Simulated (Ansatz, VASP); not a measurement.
**Two plane-wave programs on Rh**

```
Rh
1.0
     0.00000    1.91480    1.91497
     1.91452    0.00000    1.91497
     1.91452    1.91480    0.00000
Rh
1
Direct
  0.00000 0.00000 0.00000
```

Alike in both runs: functional PBE; k mesh 10 × 10 × 10; occupations gaussian, width 0.1 eV; no spin polarisation.

Ansatz relaxed the structure, and its values are those at the end. VASP's run is a single point on that final structure, the one shown.

```csv
,VASP,Ansatz
version,VASP 6.6.1,Ansatz 0.2.0
potentials or method,"VASP PAW PBE potentials, release 64 (Rh_pv), cutoff 520 eV","scalar-relativistic, plane waves, PAW"
valence electrons in the cell,15,17
```

|  | VASP | Ansatz | Ansatz less VASP |
| --- | --- | --- | --- |
| gap on the k mesh at the Fermi level (eV) | none | none | - |
| pressure (GPa) | 0.2 | 0.0 | -0.17 |

A gap of «none» marks a metal or a gap that the smearing closes. VASP's potentials hold 15 valence electrons a cell and Ansatz's 17, so a difference there can come from the potentials and not from the codes.
